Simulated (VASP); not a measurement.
Crystal: Ir.

```
Ir
1.0
     2.59241    0.00000    0.00000
    -1.29620    2.24509    0.00000
     0.00000    0.00000    4.20329
Ir
2
Cartesian
  1.2962 0.7484 3.1525
  0.0000 1.4967 1.0508
```

This isn't the form of Ir at room conditions, which is fcc.

Base run:

```yaml
Program: VASP 6.6.1
Functional: LDA
Potentials_or_basis: VASP PAW LDA potentials, release 64 (Ir)
Cutoff: 520 eV
k_mesh: 21 × 21 × 12
Occupations: gaussian, width 0.15 eV
Spin: collinear spin
Starting_moments: "[0.7, 0.7] μB"
Fixed_moment: 1.4 μB
```

Its results: pressure 81.2 GPa; site moments Ir +0.68 μB.

The run is repeated on the same cell with these changes: fixed moment from 1.4 μB to 0.4 μB; moments at the start from [0.7, 0.7] to [0.2, 0.2]. What comes out?

Pressure 75.8 GPa; site moments Ir +0.19 μB.

Caveats: the cell stands under pressure; the total moment is fixed, so each spin has its own Fermi level and the state may be an excited one.
